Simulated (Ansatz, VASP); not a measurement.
## One calculation of GaAs, two programs

File INCAR:

```
SYSTEM = GaAs
PREC = Accurate ; ENCUT = 520
EDIFF = 1E-6 ; ISMEAR = -1
SIGMA = 0.05 ; LREAL = .False.
LASPH = .True. ; NELM = 150
ALGO = Normal ; ISIF = 2
LWAVE = .False. ; LCHARG = .True.
MAGMOM = 0 0 0 0 0 0 ; LORBIT = 11
LSORBIT = .True. ; GGA_COMPAT = .False.
LORBMOM = .True. ; GGA = PS
LVHAR = .True. ; NBANDS = 30
```

The input KPOINTS:

```
Automatic mesh
0
Gamma
  6 6 6
  0 0 0
```

POSCAR

```
GaAs
1.0
    0.0000000000      2.8268500000      2.8268500000
    2.8268500000      0.0000000000      2.8268500000
    2.8268500000      2.8268500000      0.0000000000
As Ga
1 1
Direct
    0.7500000000      0.7500000000      0.7500000000
    0.0000000000      0.0000000000      0.0000000000
```

The input input.yaml:

```yaml
crystal:
  lattice:
    - [0.0, 2.82685, 2.82685]
    - [2.82685, 0.0, 2.82685]
    - [2.82685, 2.82685, 0.0]
  atoms:
    - { symbol: As, position: [0.75, 0.75, 0.75] }
    - { symbol: Ga, position: [0.0, 0.0, 0.0] }
kpoints:
  mp_grid: { grid: [6, 6, 6] }
  band_path:
    path:
      - [0.0, 0.0, 0.0]
      - [0.5, 0.0, 0.5]
      - [0.5, 0.25, 0.75]
      - [0.375, 0.375, 0.75]
      - [0.0, 0.0, 0.0]
      - [0.5, 0.5, 0.5]
      - [0.625, 0.25, 0.625]
      - [0.5, 0.25, 0.75]
    npoints: 6
scf:
  occupations: { method: fermi_dirac, width: 0.05 }
hamiltonian:
  xc: pbesol
  pseudopotentials: { kind: all_electron, lapw: { basis_error: 0.001 } }
magnetization:
  noncollinear: true
  spin_orbit: true
output:
  forces: true
  stress: true
  eigenvalues: true
```

Alike in both runs: functional PBEsol; k mesh 6 × 6 × 6; occupations fermi-dirac, width 0.05 eV; non-collinear spin, spin-orbit coupling.

|  | VASP | Ansatz |
| --- | --- | --- |
| version | VASP 6.6.1 | Ansatz 0.2.0 |
| potentials or method | VASP PAW PBE potentials, release 64 (As, Ga_d), cutoff 520 eV | all-electron LAPW, relativistic spinors |
| task | single point | band structure |

```csv
,VASP,Ansatz,Ansatz less VASP
pressure (GPa),0.3,0.2,-0.15
net moment per atom (μB),0.00,0.00,0.000
```

VASP's potentials were made for PBE, not for PBEsol. Ansatz ran all-electron here, and VASP with PAW potentials.
